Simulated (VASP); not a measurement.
# Si (Fd-3m) in VASP: single point with LDA

Aim: the single point of Si with LDA.

All numbers are computed with VASP 6.6.1; they aren't measurements. Logs are shortened: lines on timing, memory, paths and dates and some standing lists are left out, and cuts for length are marked.

**1. The cell of the first run**

Symmetry: Fd-3m, No. 227, cubic system. Conventional cell: a = 5.427 Å, b = 5.427 Å, c = 5.427 Å, α = 90.00°, β = 90.00°, γ = 90.00°. Si (site symmetry -43m) has 4 Si at 2.35 Å within 3.1 Å.

**2. Single point, LDA**

INCAR

```
ALGO     = Normal         # electronic algorithm
EDIFF    = 1E-6           # SCF threshold, eV
ENCUT    = 500            # plane-wave cutoff, eV
GGA      = CA             # functional
GGA_COMPAT= False        
ISIF     = 2              # what is computed and relaxed
ISMEAR   = 0              # smearing method
LASPH    = True           # aspherical terms in the spheres
LCHARG   = True           # write CHGCAR
LELF     = True           # ELF
LREAL    = False          # projectors in reciprocal space
LVHAR    = True         
LWAVE    = False          # write WAVECAR
NBANDS   = 11             # bands
NELM     = 120            # most SCF steps
PREC     = Accurate       # precision mode
SIGMA    = 0.01           # smearing width, eV
```

KPOINTS

```
k-points
0
Gamma
  6 6 6
```

POSCAR

```
Si
1.0
    0.0000000000      2.7135600000      2.7135600000
    2.7135600000      0.0000000000      2.7135600000
    2.7135600000      2.7135600000      0.0000000000
Si
2
Direct
    0.7500000000      0.7500000000      0.7500000000
    0.5000000000      0.5000000000      0.5000000000
```

Potentials or basis: VASP PAW LDA potentials, release 64 (Si).

Run with:

```sh
$ cat potpaw_LDA.64/Si/POTCAR > POTCAR
$ mpirun -np 1 vasp_std > vasp.out
```

OUTCAR:

```text
EDIFF = 1E-6
   ENCUT = 500
   GGA = CA
   ISIF = 2
   ISMEAR = 0
   LASPH = True
   LREAL = False
   NELM = 120
   PREC = Accurate

 ion  position               nearest neighbor table
   1  0.750  0.750  0.750-   2 2.35   2 2.35   2 2.35   2 2.35
   2  0.500  0.500  0.500-   1 2.35   1 2.35   1 2.35   1 2.35

  LATTYP: Found a face centered cubic cell.
 ALAT       =     5.4271200000

  Lattice vectors:

 A1 = (   0.0000000000,   2.7135600000,   2.7135600000)
 A2 = (   2.7135600000,   0.0000000000,   2.7135600000)
 A3 = (   2.7135600000,   2.7135600000,   0.0000000000)

Analysis of symmetry for initial positions (statically):
=====================================================================
 Subroutine PRICEL returns:
 Original cell was already a primitive cell.

 Routine SETGRP: Setting up the symmetry group for a
 face centered cubic supercell.

 Subroutine GETGRP returns: Found 48 space group operations
 (whereof 24 operations were pure point group operations)
 out of a pool of 48 trial point group operations.

The static configuration has the point symmetry T_d .
 The point group associated with its full space group is O_h .

Analysis of symmetry for dynamics (positions and initial velocities):
=====================================================================
 Subroutine PRICEL returns:
 Original cell was already a primitive cell.

 Routine SETGRP: Setting up the symmetry group for a
 face centered cubic supercell.

 Subroutine GETGRP returns: Found 48 space group operations
 (whereof 24 operations were pure point group operations)
 out of a pool of 48 trial point group operations.

The dynamic configuration has the point symmetry T_d .
 The point group associated with its full space group is O_h .

 Subroutine INISYM returns: Found 48 space group operations
 (whereof 24 operations are pure point group operations),
 and found     1 'primitive' translations

----------------------------------------------------------------------------------------

                                     Primitive cell

  volume of cell :      39.9621

  direct lattice vectors                    reciprocal lattice vectors
     0.000000000  2.713560000  2.713560000    -0.184259792  0.184259792  0.184259792
     2.713560000  0.000000000  2.713560000     0.184259792 -0.184259792  0.184259792
     2.713560000  2.713560000  0.000000000     0.184259792  0.184259792 -0.184259792

  length of vectors
     3.837553354  3.837553354  3.837553354     0.319147321  0.319147321  0.319147321

  position of ions in fractional coordinates (direct lattice)
     0.750000000  0.750000000  0.750000000
     0.500000000  0.500000000  0.500000000

  ion indices of the primitive-cell ions
   primitive index   ion index
                 1           1
                 2           2

----------------------------------------------------------------------------------------

 KPOINTS: k-points

Automatic generation of k-mesh.
 Grid dimensions read from file:
 generate k-points for:    6    6    6

 Generating k-lattice:

  Cartesian coordinates                     Fractional coordinates (reciprocal lattice)
    -0.030709965  0.030709965  0.030709965     0.166666667  0.000000000  0.000000000
     0.030709965 -0.030709965  0.030709965     0.000000000  0.166666667  0.000000000
     0.030709965  0.030709965 -0.030709965     0.000000000  0.000000000  0.166666667

  Length of vectors
     0.053191220  0.053191220  0.053191220

  Shift w.r.t. Gamma in fractional coordinates (k-lattice)
     0.000000000  0.000000000  0.000000000

 Subroutine IBZKPT returns following result:
 ===========================================

 Found     16 irreducible k-points:

 Following reciprocal coordinates:
            Coordinates               Weight
  0.000000  0.000000  0.000000      1.000000
  0.166667  0.000000  0.000000      8.000000
  0.333333  0.000000  0.000000      8.000000
  0.500000  0.000000  0.000000      4.000000
  0.166667  0.166667  0.000000      6.000000
  0.333333  0.166667  0.000000     24.000000
[... 8 lines left out ...]
 -0.333333  0.333333  0.166667     24.000000
 -0.333333  0.500000  0.166667     12.000000
   k-points           NKPTS =     16   k-points in BZ     NKDIM =     16   number of bands    NBANDS=     11
   number of dos      NEDOS =    301   number of ions     NIONS =      2
   total plane-waves  NPLWV =  21952
   dimension x,y,z NGX =    28 NGY =   28 NGZ =   28
   dimension x,y,z NGXF=    56 NGYF=   56 NGZF=   56
   ions per type =               2
   NGX,Y,Z   is equivalent  to a cutoff of  12.13, 12.13, 12.13 a.u.
   NGXF,Y,Z  is equivalent  to a cutoff of  24.26, 24.26, 24.26 a.u.
 SYSTEM =  unknown system
   PREC   = accura    normal or accurate (medium, high low for compatibility)
   ISTART =      0    job   : 0-new  1-cont  2-samecut
   ICHARG =      2    charge: 1-file 2-atom 10-const
   ISPIN  =      1    spin polarized calculation?
   LNONCOLLINEAR =      F non collinear calculations
   LSORBIT =      F    spin-orbit coupling
   LASPH  =      T    aspherical Exc in radial PAW
   ENCUT  =  500.0 eV  36.75 Ry    6.06 a.u.   7.00  7.00  7.00*2*pi/ulx,y,z
   NELM   =    120;   NELMIN=  2; NELMDL= -5     # of ELM steps
   EDIFF  = 0.1E-05   stopping-criterion for ELM
   LREAL  =      F    real-space projection
   EDIFFG = 0.1E-04   stopping-criterion for IOM
   NSW    =      0    number of steps for IOM
   IBRION =     -1    ionic relax: 0-MD 1-quasi-New 2-CG
   NFREE  =      0    steps in history (QN), initial steepest desc. (CG)
   ISIF   =      2    stress and relaxation
   ISYM   =      2    0-nonsym 1-usesym 2-fastsym
   POTIM  = 0.5000    time-step for ionic-motion
   TEBEG  =    0.0;   TEEND  =   0.0 temperature during run
   PSTRESS=    0.0 pullay stress
   NELECT =       8.0000    total number of electrons
   NUPDOWN=      -1.0000    fix difference up-down
   EMIN   =  10.00;   EMAX   =-10.00  energy-range for DOS
   EFERMI =   0.00;   METHOD = LEGACY
   ISMEAR =     0;   SIGMA  =   0.01  broadening in eV -4-tet -1-fermi 0-gaus
   EFERMI_NEDOS =   21; number of points for ismear=-14 and -15
   IALGO  =     38    algorithm
   IMIX   =      4    mixing-type and parameters
     AMIX     =   0.40;   BMIX     =  1.00
     AMIX_MAG =   1.60;   BMIX_MAG =  1.00
  volume/ion in A,a.u.               =      19.98       134.84
  Fermi-wavevector in a.u.,A,eV,Ry     =   0.957684  1.809760 12.478691  0.917158
  Thomas-Fermi vector in A             =   2.086724
   LORBIT       =      0    0 simple, 1 ext, 2 COOP (PROOUT), +10 PAW based schemes
   GGA     = CA    functional components
   LHFCALC =     F    Hartree Fock is set to
   AEXX    =    0.0000 exact exchange contribution
   IVDW    =     0    specifies the selected vdW correction
   LEPSILON=     F    determine dielectric tensor
   LRPA    =     F    only Hartree local field effects (RPA)
 non-spin polarized calculation
 Gauss-broadening in eV      SIGMA  =   0.01
  energy-cutoff  :      500.00
  volume of cell :       39.96
 maximum number of plane-waves:      1032
   NGX = 13   NGY = 13   NGZ = 13

 number of electron       8.0000001 magnetization

 Free energy of the ion-electron system (eV)
  ---------------------------------------------------
  ext. energy  EPLUGINS =         0.00000000
  ---------------------------------------------------
  free energy    TOTEN  =       -11.89185494 eV

  energy without entropy =      -11.89185494  energy(sigma->0) =      -11.89185494

 E-fermi :   5.8856     XC(G=0):  -9.6103

 val. band max:        5.7986310748   @ k =   0.0000   0.0000   0.0000
 cond. band min:       6.3930672007   @ k =   0.5000   0.5000   0.0000
 fundamental gap:      0.5944361259
 Fermi energy:         5.8855613657

 k-point     1 :       0.0000    0.0000    0.0000
  band No.  band energies     occupation
      1      -6.1745      2.00000
      2       5.7986      2.00000
      3       5.7986      2.00000
      4       5.7986      2.00000
      5       8.3195      0.00000
      6       8.3195      0.00000
      7       8.3195      0.00000
      8       9.0300      0.00000
      9      13.4778      0.00000
     10      13.5228      0.00000
     11      13.5228      0.00000

 k-point     2 :       0.1667    0.0000    0.0000
  band No.  band energies     occupation
      1      -5.8125      2.00000
      2       3.4001      2.00000
      3       5.3465      2.00000
      4       5.3465      2.00000
      5       8.0635      0.00000
      6       8.9672      0.00000
      7       8.9672      0.00000
      8      11.1331      0.00000
      9      12.8557      0.00000
     10      12.8557      0.00000
     11      14.6429      0.00000

 k-point     3 :       0.3333    0.0000    0.0000
  band No.  band energies     occupation
      1      -4.7933      2.00000
      2       0.4403      2.00000
      3       4.7979      2.00000
      4       4.7979      2.00000
      5       7.4600      0.00000
      6       9.2558      0.00000
      7       9.2558      0.00000
      8      13.4796      0.00000
      9      13.7422      0.00000
     10      13.7422      0.00000
     11      14.7234      0.00000

 k-point     4 :       0.5000    0.0000    0.0000
  band No.  band energies     occupation
      1      -3.8302      2.00000
      2      -1.2039      2.00000
      3       4.6009      2.00000
      4       4.6009      2.00000
      5       7.2319      0.00000
      6       9.0848      0.00000
      7       9.0848      0.00000
      8      13.3087      0.00000
      9      16.3180      0.00000
     10      16.3180      0.00000
     11      16.9515      0.00000

 k-point     5 :       0.1667    0.1667    0.0000
  band No.  band energies     occupation
      1      -5.6894      2.00000
      2       3.7482      2.00000
      3       4.5989      2.00000
      4       4.5989      2.00000
      5       7.4248      0.00000
      6       9.9968      0.00000
      7      10.1005      0.00000
      8      10.1005      0.00000
      9      12.3245      0.00000
     10      14.0602      0.00000
     11      15.3086      0.00000
[... 99 lines left out ...]
 k-point    13 :       0.5000    0.5000    0.0000
  band No.  band energies     occupation
      1      -2.0229      2.00000
      2      -2.0229      2.00000
      3       2.9384      2.00000
      4       2.9384      2.00000
      5       6.3931      0.00000
      6       6.3931      0.00000
      7      15.7913      0.00000
      8      15.7913      0.00000
      9      16.7249      0.00000
     10      16.7249      0.00000
     11      18.3199      0.00000

 k-point    14 :       0.5000    0.3333    0.1667
  band No.  band energies     occupation
      1      -3.8788      2.00000
      2       0.1489      2.00000
      3       2.1948      2.00000
      4       3.4862      2.00000
      5       8.5717      0.00000
      6       9.4146      0.00000
      7       9.9622      0.00000
      8      12.7958      0.00000
      9      14.7332      0.00000
     10      15.5987      0.00000
     11      18.7018      0.00000

 k-point    15 :      -0.3333    0.3333    0.1667
  band No.  band energies     occupation
      1      -2.8875      2.00000
      2      -1.0552      2.00000
      3       1.7515      2.00000
      4       3.0137      2.00000
      5       9.0627      0.00000
      6       9.2777      0.00000
      7      11.8105      0.00000
      8      12.2366      0.00000
      9      13.2835      0.00000
     10      16.8177      0.00000
     11      17.6579      0.00000

 k-point    16 :      -0.3333    0.5000    0.1667
  band No.  band energies     occupation
      1      -1.8996      2.00000
      2      -1.8996      2.00000
      3       2.1201      2.00000
      4       2.1201      2.00000
      5       8.4554      0.00000
      6       8.4554      0.00000
      7      12.4813      0.00000
      8      12.4813      0.00000
      9      16.2852      0.00000
     10      16.2852      0.00000
     11      18.6679      0.00000

------------------------ aborting loop because EDIFF is reached ----------------------------------------

  FORCE on cell =-STRESS in cart. coord.  units (eV):
  Direction    XX          YY          ZZ          XY          YZ          ZX
  --------------------------------------------------------------------------------------
  -------------------------------------------------------------------------------------
  Total       -0.2988643     -0.2988643     -0.2988643      0.0000000      0.0000000      0.0000000
  in kB      -11.9821947    -11.9821947    -11.9821947      0.0000000      0.0000000      0.0000000
  external PRESSURE =     -11.9821947 kB  Pullay stress =       0.0000000 kB

 VOLUME and BASIS-vectors are now :
 -----------------------------------------------------------------------------
  energy-cutoff  :      500.00
  volume of cell :       39.96
      direct lattice vectors                 reciprocal lattice vectors
     0.000000000  2.713560000  2.713560000    -0.184259792  0.184259792  0.184259792
     2.713560000  0.000000000  2.713560000     0.184259792 -0.184259792  0.184259792
     2.713560000  2.713560000  0.000000000     0.184259792  0.184259792 -0.184259792

 POSITION                                       TOTAL-FORCE (eV/Angst)
 -----------------------------------------------------------------------------------
      4.07034      4.07034      4.07034         0.000000     -0.000000     -0.000000
      2.71356      2.71356      2.71356        -0.000000      0.000000      0.000000
 -----------------------------------------------------------------------------------
    total drift:                                0.000000      0.000000     -0.000000

  FREE ENERGIE OF THE ION-ELECTRON SYSTEM (eV)
  ---------------------------------------------------
  free  energy   TOTEN  =       -11.8918549429 eV

  energy  without entropy=      -11.8918549429  energy(sigma->0) =      -11.89185494
```

Run time: 4.5 s. Hardware: 1 thread of Intel Xeon 6975P-C (Granite Rapids), shared host; peak memory 0.13 GiB.

What came out:

| Property | Result |
| --- | --- |
| Free energy | -11.8919 eV |
| Pressure | -1.2 GPa |
| Band gap on the k mesh | 0.59 eV, indirect (least direct gap 2.52 eV) |
